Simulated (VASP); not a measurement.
# AgCl in VASP: a series of runs

AgCl is run at these levels: PBE; tasks: single point.

Everything below comes from runs of VASP 6.6.1. Logs are shortened: lines on timing, memory, paths and dates and some standing lists are left out, and cuts for length are marked.

**1. The cell of the first run**

Symmetry: P2_1/m, No. 11, monoclinic system. The conventional cell has a = 4.056 Å, b = 3.714 Å, c = 5.364 Å, α = 90.00°, β = 95.59°, γ = 90.00°. Ag (site symmetry m) has 6 Cl at 2.63 to 2.95 Å and 2 Ag at 3.15 Å within 3.5 Å. Cl (site symmetry m) has 6 Ag at 2.63 to 2.95 Å and 2 Cl at 3.46 Å within 3.5 Å.

**2. Single point, PBE (strained and its atoms moved)**

INCAR

```
  ALGO = Normal
  EDIFF = 1E-6
  ENCUT = 520
  GGA = PE
  ISIF = 2
  ISMEAR = 0
  LASPH = T
  LCHARG = F
  LREAL = F
  LWAVE = F
  NBANDS = 26
  NELM = 60
  PREC = Accurate
  SIGMA = 0.02
```

KPOINTS

```
k-points
0
Gamma
  8 8 6
```

POSCAR

```
AgCl
1.0
    4.0563089318      0.0000000000      0.0162965478
    0.0000000000      3.7141470980      0.0000000000
   -0.5441295851      0.0000000000      5.3366056750
Ag Cl
2 2
Direct
    0.1856421236      0.2500000000      0.2048808182
    0.8143578764      0.7500000000      0.7951191818
    0.7499255807      0.7500000000      0.2851318559
    0.2500744193      0.2500000000      0.7148681441
```

Potentials or basis: VASP PAW PBE potentials, release 64 (Ag, Cl).

The run is started by

```sh
cat potpaw_PBE.64/Ag/POTCAR potpaw_PBE.64/Cl/POTCAR > POTCAR
mpirun -np 1 vasp_std > vasp.out
```

OUTCAR:

```text
EDIFF = 1E-6
   ENCUT = 520
   GGA = PE
   ISIF = 2
   ISMEAR = 0
   LASPH = T
   LREAL = F
   NELM = 60
   PREC = Accurate

 ion  position               nearest neighbor table
   1  0.186  0.250  0.205-   3 2.63   3 2.63   4 2.67   4 2.72   3 2.95   3 2.95   2 3.15   2 3.15

   2  0.814  0.750  0.795-   4 2.63   4 2.63   3 2.67   3 2.72   4 2.95   4 2.95   1 3.15   1 3.15

   3  0.750  0.750  0.285-   1 2.63   1 2.63   2 2.67   2 2.72   1 2.95   1 2.95
   4  0.250  0.250  0.715-   2 2.63   2 2.63   1 2.67   1 2.72   2 2.95   2 2.95

  LATTYP: Found a simple monoclinic cell.
 ALAT       =     4.0563416680
 B/A-ratio  =     0.9156396088
 C/A-ratio  =     1.3224413985
 COS(beta)  =    -0.0974381826

  Lattice vectors:

 A1 = (   4.0563089318,   0.0000000000,   0.0162965478)
 A2 = (   0.0000000000,   3.7141470980,   0.0000000000)
 A3 = (  -0.5441295851,   0.0000000000,   5.3366056750)

Analysis of symmetry for initial positions (statically):
=====================================================================
 Subroutine PRICEL returns:
 Original cell was already a primitive cell.

 Routine SETGRP: Setting up the symmetry group for a
 simple monoclinic supercell.

 Subroutine GETGRP returns: Found  4 space group operations
 (whereof  2 operations were pure point group operations)
 out of a pool of  4 trial point group operations.

The static configuration has the point symmetry S_2 .
 The point group associated with its full space group is C_2h.

Analysis of symmetry for dynamics (positions and initial velocities):
=====================================================================
 Subroutine PRICEL returns:
 Original cell was already a primitive cell.

 Routine SETGRP: Setting up the symmetry group for a
 simple monoclinic supercell.

 Subroutine GETGRP returns: Found  4 space group operations
 (whereof  2 operations were pure point group operations)
 out of a pool of  4 trial point group operations.

The dynamic configuration has the point symmetry S_2 .
 The point group associated with its full space group is C_2h.

 Subroutine INISYM returns: Found  4 space group operations
 (whereof  2 operations are pure point group operations),
 and found     1 'primitive' translations

----------------------------------------------------------------------------------------

                                     Primitive cell

  volume of cell :      80.4328

  direct lattice vectors                    reciprocal lattice vectors
     4.056308932  0.000000000  0.016296548     0.246428599  0.000000000  0.025126288
     0.000000000  3.714147098  0.000000000     0.000000000  0.269240817  0.000000000
    -0.544129585  0.000000000  5.336605675    -0.000752526  0.000000000  0.187308298

  length of vectors
     4.056341668  3.714147098  5.364274148     0.247706247  0.269240817  0.187309810

  position of ions in fractional coordinates (direct lattice)
     0.185642124  0.250000000  0.204880818
     0.814357876  0.750000000  0.795119182
     0.749925581  0.750000000  0.285131856
     0.250074419  0.250000000  0.714868144

  ion indices of the primitive-cell ions
   primitive index   ion index
                 1           1
                 2           2
                 3           3
                 4           4

----------------------------------------------------------------------------------------

 KPOINTS: k-points

Automatic generation of k-mesh.
 Grid dimensions read from file:
 generate k-points for:    8    8    6

 Generating k-lattice:

  Cartesian coordinates                     Fractional coordinates (reciprocal lattice)
     0.030803575  0.000000000  0.003140786     0.125000000  0.000000000  0.000000000
     0.000000000  0.033655102  0.000000000     0.000000000  0.125000000  0.000000000
    -0.000125421  0.000000000  0.031218050     0.000000000  0.000000000  0.166666667

  Length of vectors
     0.030963281  0.033655102  0.031218302

  Shift w.r.t. Gamma in fractional coordinates (k-lattice)
     0.000000000  0.000000000  0.000000000

 Subroutine IBZKPT returns following result:
 ===========================================

 Found    130 irreducible k-points:

 Following reciprocal coordinates:
            Coordinates               Weight
  0.000000  0.000000  0.000000      1.000000
  0.125000  0.000000  0.000000      2.000000
  0.250000  0.000000  0.000000      2.000000
  0.375000  0.000000  0.000000      2.000000
  0.500000  0.000000  0.000000      1.000000
  0.000000  0.125000  0.000000      2.000000
[... 16 lines left out ...]
  0.250000  0.500000  0.000000      2.000000
  0.375000  0.500000  0.000000      2.000000
 [... further k-points ...]
   k-points           NKPTS =    130   k-points in BZ     NKDIM =    130   number of bands    NBANDS=     26
   number of dos      NEDOS =    301   number of ions     NIONS =      4
   total plane-waves  NPLWV =  33600
   dimension x,y,z NGX =    30 NGY =   28 NGZ =   40
   dimension x,y,z NGXF=    60 NGYF=   56 NGZF=   80
   ions per type =               2   2
   NGX,Y,Z   is equivalent  to a cutoff of  12.30, 12.53, 12.40 a.u.
   NGXF,Y,Z  is equivalent  to a cutoff of  24.59, 25.07, 24.79 a.u.
 SYSTEM =  unknown system
   PREC   = accura    normal or accurate (medium, high low for compatibility)
   ISTART =      0    job   : 0-new  1-cont  2-samecut
   ICHARG =      2    charge: 1-file 2-atom 10-const
   ISPIN  =      1    spin polarized calculation?
   LNONCOLLINEAR =      F non collinear calculations
   LSORBIT =      F    spin-orbit coupling
   LASPH  =      T    aspherical Exc in radial PAW
   ENCUT  =  520.0 eV  38.22 Ry    6.18 a.u.   7.54  6.91  9.97*2*pi/ulx,y,z
   NELM   =     60;   NELMIN=  2; NELMDL= -5     # of ELM steps
   EDIFF  = 0.1E-05   stopping-criterion for ELM
   LREAL  =      F    real-space projection
   EDIFFG = 0.1E-04   stopping-criterion for IOM
   NSW    =      0    number of steps for IOM
   IBRION =     -1    ionic relax: 0-MD 1-quasi-New 2-CG
   NFREE  =      0    steps in history (QN), initial steepest desc. (CG)
   ISIF   =      2    stress and relaxation
   ISYM   =      2    0-nonsym 1-usesym 2-fastsym
   POTIM  = 0.5000    time-step for ionic-motion
   TEBEG  =    0.0;   TEEND  =   0.0 temperature during run
   PSTRESS=    0.0 pullay stress
   NELECT =      36.0000    total number of electrons
   NUPDOWN=      -1.0000    fix difference up-down
   EMIN   =  10.00;   EMAX   =-10.00  energy-range for DOS
   EFERMI =   0.00;   METHOD = LEGACY
   ISMEAR =     0;   SIGMA  =   0.02  broadening in eV -4-tet -1-fermi 0-gaus
   EFERMI_NEDOS =   21; number of points for ismear=-14 and -15
   IALGO  =     38    algorithm
   IMIX   =      4    mixing-type and parameters
     AMIX     =   0.40;   BMIX     =  1.00
     AMIX_MAG =   1.60;   BMIX_MAG =  1.00
  volume/ion in A,a.u.               =      20.11       135.70
  Fermi-wavevector in a.u.,A,eV,Ry     =   1.252270  2.366447 21.336385  1.568180
  Thomas-Fermi vector in A             =   2.386178
   LORBIT       =      0    0 simple, 1 ext, 2 COOP (PROOUT), +10 PAW based schemes
   GGA     = PE    functional components
   LHFCALC =     F    Hartree Fock is set to
   AEXX    =    0.0000 exact exchange contribution
   IVDW    =     0    specifies the selected vdW correction
   LEPSILON=     F    determine dielectric tensor
   LRPA    =     F    only Hartree local field effects (RPA)
 non-spin polarized calculation
 Gauss-broadening in eV      SIGMA  =   0.02
  energy-cutoff  :      520.00
  volume of cell :       80.43
 maximum number of plane-waves:      2192
   NGX = 15   NGY = 13   NGZ = 19

 number of electron      35.9999996 magnetization

 Free energy of the ion-electron system (eV)
  ---------------------------------------------------
  ext. energy  EPLUGINS =         0.00000000
  ---------------------------------------------------
  free energy    TOTEN  =       -10.54700437 eV

  energy without entropy =      -10.54700437  energy(sigma->0) =      -10.54700437

 E-fermi :   4.6143     XC(G=0): -10.2864

 val. band max:        4.4985048626   @ k =   0.3750   0.0000   0.5000
 cond. band min:       5.2758330226   @ k =   0.0000   0.0000   0.0000
 fundamental gap:      0.7773281599
 Fermi energy:         4.6142668895

 k-point     1 :       0.0000    0.0000    0.0000
  band No.  band energies     occupation
      1     -10.9484      2.00000
      2     -10.3069      2.00000
      3      -0.2615      2.00000
      4       0.6489      2.00000
      5       0.9506      2.00000
      6       1.0704      2.00000
[... 18 lines left out ...]
     25      15.2277      0.00000
     26      16.3485      0.00000

 k-point     2 :       0.1250    0.0000    0.0000
  band No.  band energies     occupation
      1     -10.9079      2.00000
      2     -10.3097      2.00000
      3      -0.2139      2.00000
      4       0.3025      2.00000
      5       0.8627      2.00000
      6       0.9200      2.00000
[... 18 lines left out ...]
     25      15.1149      0.00000
     26      16.2355      0.00000

 k-point     3 :       0.2500    0.0000    0.0000
  band No.  band energies     occupation
      1     -10.7982      2.00000
      2     -10.3274      2.00000
      3      -0.2086      2.00000
      4      -0.0712      2.00000
      5       0.3544      2.00000
      6       0.6485      2.00000
[... 18 lines left out ...]
     25      14.5243      0.00000
     26      15.0783      0.00000

 k-point     4 :       0.3750    0.0000    0.0000
  band No.  band energies     occupation
      1     -10.6539      2.00000
      2     -10.3779      2.00000
      3      -0.5482      2.00000
      4      -0.2080      2.00000
      5       0.1899      2.00000
      6       0.4509      2.00000
[... 18 lines left out ...]
     25      13.7715      0.00000
     26      14.2703      0.00000
[... 496 lines left out ...]
      1     -10.4015      2.00000
      2     -10.4015      2.00000
      3      -0.4558      2.00000
      4      -0.4558      2.00000
      5       0.1692      2.00000
      6       0.1692      2.00000
[... 18 lines left out ...]
     25      14.0827      0.00000
     26      14.0827      0.00000

 k-point    23 :       0.2500    0.5000    0.0000
  band No.  band energies     occupation
      1     -10.3893      2.00000
      2     -10.3893      2.00000
      3      -0.3710      2.00000
      4      -0.3710      2.00000
      5       0.3731      2.00000
      6       0.3731      2.00000
[... 18 lines left out ...]
     25      14.8062      0.00000
     26      14.8062      0.00000

 k-point    24 :       0.3750    0.5000    0.0000
  band No.  band energies     occupation
      1     -10.3771      2.00000
      2     -10.3771      2.00000
      3      -0.2662      2.00000
      4      -0.2662      2.00000
      5       0.6295      2.00000
      6       0.6295      2.00000
[... 18 lines left out ...]
     25      15.4723      0.00000
     26      15.4723      0.00000

 [... further k-points ...]
[... 5 lines left out ...]
  --------------------------------------------------------------------------------------
  -------------------------------------------------------------------------------------
  Total        2.1190350      2.8642777      2.3317564      0.0000000      0.0000000     -0.2676028
  in kB       42.2100257     57.0548541     46.4473201      0.0000000      0.0000000     -5.3305019
  external PRESSURE =      48.5707333 kB  Pullay stress =       0.0000000 kB

 VOLUME and BASIS-vectors are now :
 -----------------------------------------------------------------------------
  energy-cutoff  :      520.00
  volume of cell :       80.43
      direct lattice vectors                 reciprocal lattice vectors
     4.056308932  0.000000000  0.016296548     0.246428599  0.000000000  0.025126288
     0.000000000  3.714147098  0.000000000     0.000000000  0.269240817  0.000000000
    -0.544129585  0.000000000  5.336605675    -0.000752526  0.000000000  0.187308298

 POSITION                                       TOTAL-FORCE (eV/Angst)
 -----------------------------------------------------------------------------------
      0.64154      0.92854      1.09639         0.360689      0.000000     -0.030572
      2.87064      2.78561      4.25651        -0.360689      0.000000      0.030572
      2.88678      2.78561      1.53386        -0.596398      0.000000     -0.251980
      0.62540      0.92854      3.81904         0.596398      0.000000      0.251980
 -----------------------------------------------------------------------------------
    total drift:                                0.000000     -0.000000      0.000000

  FREE ENERGIE OF THE ION-ELECTRON SYSTEM (eV)
  ---------------------------------------------------
  free  energy   TOTEN  =       -10.5470043707 eV

  energy  without entropy=      -10.5470043707  energy(sigma->0) =      -10.54700437
```

Run time: 2.9 min. Hardware: 1 thread of Intel Xeon 6975P-C, shared host; peak memory 0.34 GiB.

What came out:

| Property | Result |
| --- | --- |
| Free energy | -10.5470 eV |
| Pressure | 4.9 GPa |
| Largest force | 0.647 eV/Å |
| Band gap on the k mesh | 0.78 eV, indirect (least direct gap 2.16 eV) |

Forces in eV/Å, atoms in the order of the input:
```
Ag   0.361  0.000 -0.031
Ag  -0.361  0.000  0.031
Cl  -0.596  0.000 -0.252
Cl   0.596  0.000  0.252
```

Stress tensor (GPa, compression positive):
```
 4.22  0.00 -0.53
 0.00  5.71  0.00
-0.53  0.00  4.64
```

Levels at points of the mesh, in eV from the valence-band top:
```tsv
k point	band 16	band 17	band 18	band 19	band 20	band 21
(0.00, 0.00, 0.00)	-1.83	-1.57	-1.39	0.78	2.62	7.67
(0.50, 0.00, 0.00)	-1.54	-0.49	-0.24	3.89	4.89	6.38
(0.00, 0.50, 0.00)	-1.59	-0.38	-0.38	4.62	4.62	5.89
(0.50, 0.50, 0.00)	-1.88	-1.52	-1.52	2.50	2.50	6.99
(0.00, 0.00, 0.50)	-1.62	-1.21	-0.93	3.37	3.93	6.21
(0.50, 0.00, 0.50)	-0.31	-0.23	-0.03	3.44	4.64	6.56
(0.00, 0.50, 0.50)	-0.36	-0.20	-0.20	3.79	3.79	6.85
(0.50, 0.50, 0.50)	-1.51	-1.16	-1.16	4.47	4.47	6.68
```

Caveat: the cell differs from its parent crystal (strained and its atoms moved). A k mesh can miss the band edges.

**3. Single point, PBE (one atom moved)**

INCAR

```
  PREC = Accurate
  ENCUT = 520
  EDIFF = 1E-7
  ISMEAR = 0
  SIGMA = 0.02
  LREAL = False
  LASPH = True
  NELM = 80
  ALGO = Normal
  ISIF = 2
  LWAVE = False
  LCHARG = False
  GGA = PE
  NBANDS = 26
```

KPOINTS

```
Automatic mesh
0
Gamma
  8 8 6
```

POSCAR

```
AgCl
1.0
    3.9268790000      0.0000000000      0.0000000000
    0.0000000000      4.0030470000      0.0000000000
   -0.5491550000      0.0000000000      5.5724250000
Ag Cl
2 2
Direct
    0.1840190000      0.2500000000      0.2180810000
    0.8159810000      0.7500000000      0.7819190000
    0.7133045829      0.7500000000      0.3029413940
    0.2923420000      0.2500000000      0.7374360000
```

Potentials or basis: VASP PAW PBE potentials, release 64 (Ag, Cl).

The run is started by

```sh
cat potpaw_PBE.64/Ag/POTCAR potpaw_PBE.64/Cl/POTCAR > POTCAR
mpirun -np 1 vasp_std > vasp.out
```

Wall time 3.2 min (1 thread of Intel Xeon 6975P-C, shared host); peak memory 0.36 GiB.

Results (log left out):

```
Free energy            : -10.7027 eV
Pressure               : -0.4 GPa
Largest force          : 0.504 eV/Å
Band gap on the k mesh : 0.80 eV, indirect (least direct gap 2.25 eV)
```

Forces in eV/Å, atoms in the order of the input:
```
Ag   0.010  0.000  0.001
Ag  -0.052  0.000  0.163
Cl   0.053  0.000 -0.501
Cl  -0.010  0.000  0.338
```

Stress tensor (GPa, compression positive):
```
-0.40  0.00  0.17
 0.00 -0.61  0.00
 0.17  0.00 -0.33
```

Levels at points of the mesh, in eV from the valence-band top:
```
           k point  band 15  band 16  band 17  band 18  band 19  band 20  band 21  band 22
(0.00, 0.00, 0.00)    -1.80    -1.57    -1.54    -1.45     0.80     2.89     8.02     8.33
(0.50, 0.00, 0.00)    -1.47    -1.08    -0.20    -0.05     3.99     5.01     5.95     6.38
(0.00, 0.50, 0.00)    -1.38    -1.15    -0.21    -0.08     4.42     4.48     6.09     6.32
(0.50, 0.50, 0.00)    -1.74    -1.70    -1.45    -1.37     2.58     2.59     7.19     7.22
(0.00, 0.00, 0.50)    -1.61    -1.52    -1.27    -0.94     3.00     3.65     6.50     8.50
(0.50, 0.00, 0.50)    -0.27    -0.18    -0.10     0.00     3.42     4.77     6.41     6.85
(0.00, 0.50, 0.50)    -0.28    -0.21    -0.07    -0.06     3.99     4.02     6.61     6.64
(0.50, 0.50, 0.50)    -1.51    -1.50    -1.07    -1.03     3.99     4.01     7.09     7.21
```

Caveat: the cell differs from its parent crystal (one atom moved). A k mesh can miss the band edges.
